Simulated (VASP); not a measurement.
# Fe2SiF4: single point with r2SCAN

The system is Fe2SiF4.

```
Fe Si F
1.0
     0.00000    4.26328    4.26328
     4.26328    0.00000    4.26328
     4.26328    4.26328    0.00000
Fe Si F
4 2 8
Direct
  0.62500 0.62500 0.62500
  0.12500 0.62500 0.62500
  0.62500 0.62500 0.12500
  0.62500 0.12500 0.62500
  0.00000 0.00000 0.00000
  0.25000 0.25000 0.25000
  0.36800 0.36800 0.36800
  0.35400 0.88200 0.88200
  0.36800 0.36800 0.89600
  0.88200 0.35400 0.88200
  0.89600 0.36800 0.36800
  0.88200 0.88200 0.88200
  0.36800 0.89600 0.36800
  0.88200 0.88200 0.35400
```

- Program: VASP 6.6.1
- Task: single point
- Functional: r2SCAN
- Potentials or basis: VASP PAW PBE potentials, release 64 (Fe, Si, F)
- Cutoff: 520 eV
- k mesh: 7 × 7 × 7
- Occupations: fermi-dirac, width 0.1 eV
- Spin: no spin polarisation
- Dipole correction: no
- Further INCAR settings: ALGO = Normal; EDIFF = 1e-07; NBANDS = 61

```yaml
Pressure: 15.9 GPa
Largest_force: 1.330 eV/Å
Band_gap_on_the_k_mesh: zero (band 48 reaches 7.17 eV, above the bottom of band 49 at 7.08 eV)
```

Forces on the atoms (eV/Å):
```
Fe   0.000  0.000  0.000
Fe   0.000  0.000  0.000
Fe   0.000  0.000  0.000
Fe   0.000  0.000  0.000
Si   0.000  0.000  0.000
Si   0.000  0.000  0.000
F    0.768  0.768  0.768
F   -0.768  0.768  0.768
F   -0.768 -0.768  0.768
F    0.768 -0.768  0.768
F    0.768 -0.768 -0.768
F   -0.768 -0.768 -0.768
F   -0.768  0.768 -0.768
F    0.768  0.768 -0.768
```

Levels at points of the mesh, in eV from the Fermi level:
```csv
k point,band 45,band 46,band 47,band 48,band 49,band 50
"(0.00, 0.00, 0.00)",-0.64,-0.64,0.04,0.04,0.04,0.11
```

Run time: 18 min on 1 thread of AMD EPYC 7R13 Processor (Zen 3) (shared host), peak memory 0.42 GiB.

Caveat: the PAW data sets were made with another functional, which shifts forces and pressure a little; the run has no spin polarisation, though such a crystal can be magnetic; semilocal functionals often make such compounds metallic where correlation or magnetic order opens a gap, which also shifts bond lengths. With open d or f shells a metallic result of r2SCAN can be an artefact of self-interaction; +U or a hybrid may open a gap.
